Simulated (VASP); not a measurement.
# P (Imma) in VASP: further runs

P is run at these levels: r2SCAN; tasks: single point.

All numbers are computed with VASP 6.6.1; they aren't measurements. Logs are shortened: lines on timing, memory, paths and dates and some standing lists are left out, and cuts for length are marked.

### 1 The cell of the first run

The structure is orthorhombic, space group Imma (No. 74). Conventional cell: a = 3.112 Å, b = 4.628 Å, c = 3.420 Å, α = 90.00°, β = 90.00°, γ = 90.00°. P (site symmetry mm2) has 6 P at 2.06 to 2.59 Å within 2.7 Å.

### 2 Single point, r2SCAN (strain -0.080 along x and y, -0.080 along z)

Input file POSCAR:

```
P
1.0
   -1.5561892397      2.3139518343      1.7102286049
    1.5561892397     -2.3139518343      1.7102286049
    1.5561892397      2.3139518343     -1.7102286049
P
2
Direct
    0.8033091100      0.0533091100      0.7500000000
    0.1966908900      0.9466908900      0.2500000000
```

Input file INCAR.step1:

```
SYSTEM = P
PREC     = Accurate       ! precision mode
ENCUT    = 520            ! plane-wave cutoff, eV
ISMEAR   = 0              ! smearing method
SIGMA    = 0.15           ! smearing width, eV
LREAL    = .False.        ! projectors in reciprocal space
LASPH    = .True.         ! aspherical terms in the spheres
NELM     = 80             ! most SCF steps
NBANDS   = 12             ! bands
GGA      = PE             ! functional
ALGO     = Normal         ! electronic algorithm
EDIFF    = 1E-4           ! SCF threshold, eV
LWAVE    = .True.         ! write WAVECAR
LCHARG   = .False.        ! write CHGCAR
```

Input file INCAR.step2:

```
SYSTEM = P
PREC     = Accurate       ! precision mode
ENCUT    = 520            ! plane-wave cutoff, eV
EDIFF    = 1E-6           ! SCF threshold, eV
ISMEAR   = 0              ! smearing method
SIGMA    = 0.15           ! smearing width, eV
LREAL    = .False.        ! projectors in reciprocal space
LASPH    = .True.         ! aspherical terms in the spheres
NELM     = 80             ! most SCF steps
ALGO     = Normal         ! electronic algorithm
ISIF     = 2              ! what is computed and relaxed
LWAVE    = .False.        ! write WAVECAR
LCHARG   = .True.         ! write CHGCAR
METAGGA  = R2SCAN         ! meta-GGA
LMIXTAU  = .True.       
LELF     = .True.         ! ELF
LVHAR    = .True.       
NBANDS   = 12             ! bands
ISTART   = 1
```

Input file KPOINTS:

```
Automatic mesh
0
Gamma
  18 18 18
  0 0 0
```

Potentials or basis: VASP PAW PBE potentials, release 64 (P).

On the command line:

```sh
$ cat potpaw_PBE.64/P/POTCAR > POTCAR
$ cp INCAR.step1 INCAR
$ mpirun -np 1 vasp_std > vasp.out
$ cp INCAR.step2 INCAR
$ mpirun -np 1 vasp_std > vasp.out
```

OUTCAR:

```text
SYSTEM = P
   PREC = Accurate
   ENCUT = 520
   EDIFF = 1E-6
   ISMEAR = 0
   LREAL = .False.
   LASPH = .True.
   NELM = 80
   ISIF = 2
   METAGGA = R2SCAN
   ISTART = 1

 ion  position               nearest neighbor table
   1  0.803  0.053  0.750-   2 2.06   2 2.06   2 2.34   2 2.34   2 2.59   2 2.59
   2  0.197  0.947  0.250-   1 2.06   1 2.06   1 2.34   1 2.34   1 2.59   1 2.59

  LATTYP: Found a body centered orthorhombic cell.
 ALAT       =     3.1123784794
 B/A-ratio  =     1.0989849828
 C/A-ratio  =     1.4869347347

  Lattice vectors:

 A1 = (   1.5561892397,  -2.3139518343,  -1.7102286049)
 A2 = (  -1.5561892397,  -2.3139518343,   1.7102286049)
 A3 = (  -1.5561892397,   2.3139518343,  -1.7102286049)

Analysis of symmetry for initial positions (statically):
=====================================================================
 Subroutine PRICEL returns:
 Original cell was already a primitive cell.

 Routine SETGRP: Setting up the symmetry group for a
 body centered orthorhombic supercell.

 Subroutine GETGRP returns: Found  8 space group operations
 (whereof  4 operations were pure point group operations)
 out of a pool of  8 trial point group operations.

The static configuration has the point symmetry C_2h.
 The point group associated with its full space group is D_2h.

Analysis of symmetry for dynamics (positions and initial velocities):
=====================================================================
 Subroutine PRICEL returns:
 Original cell was already a primitive cell.

 Routine SETGRP: Setting up the symmetry group for a
 body centered orthorhombic supercell.

 Subroutine GETGRP returns: Found  8 space group operations
 (whereof  4 operations were pure point group operations)
 out of a pool of  8 trial point group operations.

The dynamic configuration has the point symmetry C_2h.
 The point group associated with its full space group is D_2h.

 Subroutine INISYM returns: Found  8 space group operations
 (whereof  4 operations are pure point group operations),
 and found     1 'primitive' translations

----------------------------------------------------------------------------------------

                                     Primitive cell

  volume of cell :      24.6338

  direct lattice vectors                    reciprocal lattice vectors
    -1.556189240  2.313951834  1.710228605     0.000000000  0.216080556  0.292358576
     1.556189240 -2.313951834  1.710228605     0.321297685  0.000000000  0.292358576
     1.556189240  2.313951834 -1.710228605     0.321297685  0.216080556  0.000000000

  length of vectors
     3.271235229  3.271235229  3.271235229     0.363544143  0.434402739  0.387198927

  position of ions in fractional coordinates (direct lattice)
     0.803309110  0.053309110  0.750000000
     0.196690890  0.946690890  0.250000000

  ion indices of the primitive-cell ions
   primitive index   ion index
                 1           1
                 2           2

----------------------------------------------------------------------------------------

 KPOINTS: Automatic mesh

Automatic generation of k-mesh.
 Grid dimensions read from file:
 generate k-points for:   18   18   18

 Generating k-lattice:

  Cartesian coordinates                     Fractional coordinates (reciprocal lattice)
     0.000000000  0.012004475  0.016242143     0.055555556  0.000000000  0.000000000
     0.017849871  0.000000000  0.016242143     0.000000000  0.055555556 -0.000000000
     0.017849871  0.012004475  0.000000000     0.000000000 -0.000000000  0.055555556

  Length of vectors
     0.020196897  0.024133485  0.021511052

  Shift w.r.t. Gamma in fractional coordinates (k-lattice)
     0.000000000  0.000000000  0.000000000

 Subroutine IBZKPT returns following result:
 ===========================================

 Found    865 irreducible k-points:

 Following reciprocal coordinates:
            Coordinates               Weight
  0.000000  0.000000  0.000000      1.000000
  0.055556  0.000000 -0.000000      4.000000
  0.111111  0.000000 -0.000000      4.000000
  0.166667  0.000000 -0.000000      4.000000
  0.222222 -0.000000  0.000000      4.000000
  0.277778 -0.000000  0.000000      4.000000
[... 16 lines left out ...]
 -0.333333  0.055556  0.000000      8.000000
 -0.277778  0.055556 -0.000000      8.000000
 [... further k-points ...]
   k-points           NKPTS =    865   k-points in BZ     NKDIM =    865   number of bands    NBANDS=     12
   number of dos      NEDOS =    301   number of ions     NIONS =      2
   total plane-waves  NPLWV =  13824
   dimension x,y,z NGX =    24 NGY =   24 NGZ =   24
   dimension x,y,z NGXF=    48 NGYF=   48 NGZF=   48
   ions per type =               2
   NGX,Y,Z   is equivalent  to a cutoff of  12.20, 12.20, 12.20 a.u.
   NGXF,Y,Z  is equivalent  to a cutoff of  24.39, 24.39, 24.39 a.u.
 SYSTEM =  P
   PREC   = accura    normal or accurate (medium, high low for compatibility)
   ISTART =      1    job   : 0-new  1-cont  2-samecut
   ICHARG =      0    charge: 1-file 2-atom 10-const
   ISPIN  =      1    spin polarized calculation?
   LNONCOLLINEAR =      F non collinear calculations
   LSORBIT =      F    spin-orbit coupling
   LASPH  =      T    aspherical Exc in radial PAW
   ENCUT  =  520.0 eV  38.22 Ry    6.18 a.u.   6.08  6.08  6.08*2*pi/ulx,y,z
   NELM   =     80;   NELMIN=  2; NELMDL=  0     # of ELM steps
   EDIFF  = 0.1E-05   stopping-criterion for ELM
   LREAL  =      F    real-space projection
   EDIFFG = 0.1E-04   stopping-criterion for IOM
   NSW    =      0    number of steps for IOM
   IBRION =     -1    ionic relax: 0-MD 1-quasi-New 2-CG
   NFREE  =      0    steps in history (QN), initial steepest desc. (CG)
   ISIF   =      2    stress and relaxation
   ISYM   =      2    0-nonsym 1-usesym 2-fastsym
   POTIM  = 0.5000    time-step for ionic-motion
   TEBEG  =    0.0;   TEEND  =   0.0 temperature during run
   PSTRESS=    0.0 pullay stress
   NELECT =      10.0000    total number of electrons
   NUPDOWN=      -1.0000    fix difference up-down
   EMIN   =  10.00;   EMAX   =-10.00  energy-range for DOS
   EFERMI =   0.00;   METHOD = LEGACY
   ISMEAR =     0;   SIGMA  =   0.15  broadening in eV -4-tet -1-fermi 0-gaus
   EFERMI_NEDOS =   21; number of points for ismear=-14 and -15
   IALGO  =     38    algorithm
   IMIX   =      4    mixing-type and parameters
     AMIX     =   0.40;   BMIX     =  1.00
     AMIX_MAG =   1.60;   BMIX_MAG =  1.00
  volume/ion in A,a.u.               =      12.32        83.12
  Fermi-wavevector in a.u.,A,eV,Ry     =   1.212173  2.290674 19.991896  1.469363
  Thomas-Fermi vector in A             =   2.347665
   LORBIT       =      0    0 simple, 1 ext, 2 COOP (PROOUT), +10 PAW based schemes
   METAGGA = R2SCAN    functional components
   LHFCALC =     F    Hartree Fock is set to
   AEXX    =    0.0000 exact exchange contribution
   IVDW    =     0    specifies the selected vdW correction
   LEPSILON=     F    determine dielectric tensor
   LRPA    =     F    only Hartree local field effects (RPA)
 non-spin polarized calculation
 Gauss-broadening in eV      SIGMA  =   0.15
  energy-cutoff  :      520.00
  volume of cell :       24.63
 maximum number of plane-waves:       684
   NGX = 13   NGY = 13   NGZ = 13

 number of electron      10.0000000 magnetization

 Free energy of the ion-electron system (eV)
  ---------------------------------------------------
  ext. energy  EPLUGINS =         0.00000000
  ---------------------------------------------------
  free energy    TOTEN  =       -16.96774330 eV

  energy without entropy =      -16.96345677  energy(sigma->0) =      -16.96560003

 E-fermi :  12.6932     XC(G=0): -12.6251

 val. band max:       12.6836977483   @ k =   0.5000  -0.3889   0.3333
 cond. band min:      12.6938409399   @ k =  -0.0556   0.3333   0.0556
 fundamental gap:      0.0101431916
 Fermi energy:        12.6931657057

 k-point     1 :       0.0000    0.0000    0.0000
  band No.  band energies     occupation
      1      -7.2973      2.00000
      2       8.7698      2.00000
      3       9.3546      2.00000
      4       9.9134      2.00000
      5      11.9232      2.00000
      6      14.0218      0.00000
      7      15.8404      0.00000
      8      17.4246      0.00000
      9      18.4217      0.00000
     10      19.5071      0.00000
     11      20.2130      0.00000
     12      20.4676      0.00000

 k-point     2 :       0.0556    0.0000   -0.0000
  band No.  band energies     occupation
      1      -7.2404      2.00000
      2       8.2723      2.00000
      3       9.3246      2.00000
      4       9.6881      2.00000
      5      12.3598      1.99833
      6      14.2647      0.00000
      7      15.8198      0.00000
      8      17.4840      0.00000
      9      17.9615      0.00000
     10      18.7221      0.00000
     11      20.6694      0.00000
     12      21.1135      0.00000

 k-point     3 :       0.1111    0.0000   -0.0000
  band No.  band energies     occupation
      1      -7.0703      2.00000
      2       7.0482      2.00000
      3       9.2427      2.00000
      4       9.5198      2.00000
      5      12.8444      0.15384
      6      14.9136      0.00000
      7      15.7702      0.00000
      8      16.8838      0.00000
      9      18.0070      0.00000
     10      18.0386      0.00000
     11      20.4943      0.00000
     12      22.3627      0.00000
[... 286 lines left out ...]
 k-point    23 :      -0.3333    0.0556    0.0000
  band No.  band energies     occupation
      1      -5.6521      2.00000
      2       2.3536      2.00000
      3       8.2228      2.00000
      4      10.0346      2.00000
      5      11.6395      2.00000
      6      14.2806      0.00000
      7      14.9233      0.00000
      8      16.2500      0.00000
      9      19.6027      0.00000
     10      20.4706      0.00000
     11      22.6004      0.00000
     12      26.6157      0.00000

 k-point    24 :      -0.2778    0.0556   -0.0000
  band No.  band energies     occupation
      1      -6.1764      2.00000
      2       3.7135      2.00000
      3       8.3265      2.00000
      4       9.9270      2.00000
      5      12.1966      2.00000
      6      14.8861      0.00000
      7      15.1383      0.00000
      8      15.9628      0.00000
      9      18.7955      0.00000
     10      19.9930      0.00000
     11      21.3415      0.00000
     12      25.0151      0.00000

 [... further k-points ...]

------------------------ aborting loop because EDIFF is reached ----------------------------------------

  FORCE on cell =-STRESS in cart. coord.  units (eV):
  Direction    XX          YY          ZZ          XY          YZ          ZX
  --------------------------------------------------------------------------------------
  -------------------------------------------------------------------------------------
  Total        8.6444677      4.9685012      5.8017116      0.0000000      0.0000000      0.0000000
  in kB      562.2351060    323.1506985    377.3426014      0.0000000      0.0000000      0.0000000
  external PRESSURE =     420.9094686 kB  Pullay stress =       0.0000000 kB

 VOLUME and BASIS-vectors are now :
 -----------------------------------------------------------------------------
  energy-cutoff  :      520.00
  volume of cell :       24.63
      direct lattice vectors                 reciprocal lattice vectors
    -1.556189240  2.313951834  1.710228605     0.000000000  0.216080556  0.292358576
     1.556189240 -2.313951834  1.710228605     0.321297685  0.000000000  0.292358576
     1.556189240  2.313951834 -1.710228605     0.321297685  0.216080556  0.000000000

 POSITION                                       TOTAL-FORCE (eV/Angst)
 -----------------------------------------------------------------------------------
      0.00000      3.47093      0.18234        -0.000000     -0.000000     -2.512324
      1.55619     -1.15698      1.52789         0.000000      0.000000      2.512324
 -----------------------------------------------------------------------------------
    total drift:                               -0.000000      0.000000      0.000000

  FREE ENERGIE OF THE ION-ELECTRON SYSTEM (eV)
  ---------------------------------------------------
  free  energy   TOTEN  =       -16.9677433005 eV

  energy  without entropy=      -16.9634567655  energy(sigma->0) =      -16.96560003
```

Wall time 5.8 min (1 thread of Intel Xeon Platinum 8559C (Emerald Rapids), shared host); peak memory 0.29 GiB.

Results:

| Property | Result |
| --- | --- |
| Free energy | -16.9677 eV |
| Pressure | 42.1 GPa |
| Largest force | 2.512 eV/Å |
| Band gap on the k mesh | zero (bands 5 and 6 overlap by 2.49 eV) |

Forces on the atoms (eV/Å):
```
P    0.000  0.000 -2.512
P    0.000  0.000  2.512
```

Stress tensor (GPa, compression positive):
```
56.22  0.00  0.00
 0.00 32.32  0.00
 0.00  0.00 37.73
```

Caveat: the cell differs from its parent crystal (strain -0.080 along x and y, -0.080 along z); the stress differs along the axes, from 32 to 56 GPa; the PAW data sets were made with another functional, which shifts forces and pressure a little.

### 3 Single point, r2SCAN (strain -0.080 along x and y, -0.040 along z)

Input file POSCAR:

```
P
1.0
   -1.5561892397      2.3139518343      1.7845863704
    1.5561892397     -2.3139518343      1.7845863704
    1.5561892397      2.3139518343     -1.7845863704
P
2
Direct
    0.8033091100      0.0533091100      0.7500000000
    0.1966908900      0.9466908900      0.2500000000
```

Input file INCAR.step1:

```
SYSTEM = P
  ALGO = Normal
  EDIFF = 1E-4
  ENCUT = 520
  GGA = PE
  ISMEAR = 0
  LASPH = .TRUE.
  LCHARG = .FALSE.
  LREAL = .FALSE.
  LWAVE = .TRUE.
  NBANDS = 12
  NELM = 60
  PREC = Accurate
  SIGMA = 0.15
```

Input file INCAR.step2:

```
SYSTEM = P
  ALGO = Normal
  EDIFF = 1E-6
  ENCUT = 520
  ISIF = 2
  ISMEAR = 0
  ISTART = 1
  LASPH = .TRUE.
  LCHARG = .FALSE.
  LMIXTAU = .TRUE.
  LREAL = .FALSE.
  LWAVE = .FALSE.
  METAGGA = R2SCAN
  NBANDS = 12
  NELM = 60
  PREC = Accurate
  SIGMA = 0.15
```

Input file KPOINTS:

```
k-points
0
G
  18 18 18
  0 0 0
```

Potentials or basis: VASP PAW PBE potentials, release 64 (P).

On the command line:

```sh
$ cat potpaw_PBE.64/P/POTCAR > POTCAR
$ cp INCAR.step1 INCAR
$ mpirun -np 1 vasp_std > vasp.out
$ cp INCAR.step2 INCAR
$ mpirun -np 1 vasp_std > vasp.out
```

It took 12 min on 1 thread of Intel Xeon Platinum 8559C (Emerald Rapids), shared host; peak memory 0.32 GiB.

The run converged. Its results:

| Quantity | Value |
| --- | --- |
| Free energy | -17.1759 eV |
| Pressure | 33.2 GPa |
| Largest force | 1.832 eV/Å |
| Band gap on the k mesh | zero (bands 5 and 6 overlap by 1.72 eV) |

Forces in eV/Å, atoms in the order of the input:
```
P    0.000  0.000 -1.832
P    0.000  0.000  1.832
```

Stress tensor (GPa, compression positive):
```
42.56  0.00  0.00
 0.00 32.18  0.00
 0.00  0.00 24.99
```

Levels at points of the mesh, in eV from the Fermi level:
```tsv
k point	band 2	band 3	band 4	band 5	band 6	band 7	band 8	band 9
(0.00, 0.00, 0.00)	-4.05	-3.13	-2.80	-1.48	1.16	3.50	5.07	5.22
(0.50, 0.00, 0.00)	-13.39	-3.65	-2.23	-2.04	0.91	1.79	3.14	8.81
(0.00, 0.50, 0.00)	-11.97	-6.88	-6.71	-6.67	-0.58	8.23	9.29	10.18
(0.50, 0.50, 0.00)	-14.27	-4.56	-4.56	-0.51	-0.51	0.80	0.80	11.50
(0.50, 0.50, 0.50)	-10.78	-8.74	-7.13	-5.98	-0.49	8.83	10.00	11.28
```

Caveat: the cell differs from its parent crystal (strain -0.080 along x and y, -0.040 along z); the stress differs along the axes, from 25 to 43 GPa; the PAW data sets were made with another functional, which shifts forces and pressure a little.
